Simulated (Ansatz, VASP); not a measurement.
**B: VASP beside Ansatz**

```
B
1.0
     1.75041    0.00000    0.00000
    -0.87521    1.51590    0.00000
     0.00000    0.00000    3.43885
B
1
Cartesian
  0.0000 0.0000 0.0000
```

Alike in both runs: task single point; functional PBEsol; k mesh 36 × 36 × 14; occupations gaussian, width 0.15 eV; no spin polarisation.

|  | VASP | Ansatz |
| --- | --- | --- |
| version | VASP 6.6.1 | Ansatz 0.2.0 |
| potentials or method | VASP PAW PBE potentials, release 64 (B), cutoff 520 eV | scalar-relativistic, plane waves, PAW |
| valence electrons in the cell | 3 | 3 |

|  | VASP | Ansatz | Ansatz less VASP |
| --- | --- | --- | --- |
| gap on the k mesh at the Fermi level (eV) | none | none | - |
| pressure (GPa) | -12.4 | -12.6 | -0.14 |
| traceless stress, the component that is largest in VASP (GPa) | 12.92 | 13.13 | +0.207 |

VASP's potentials were made for PBE, not for PBEsol. A gap of «none» marks a metal or a gap that the smearing closes.
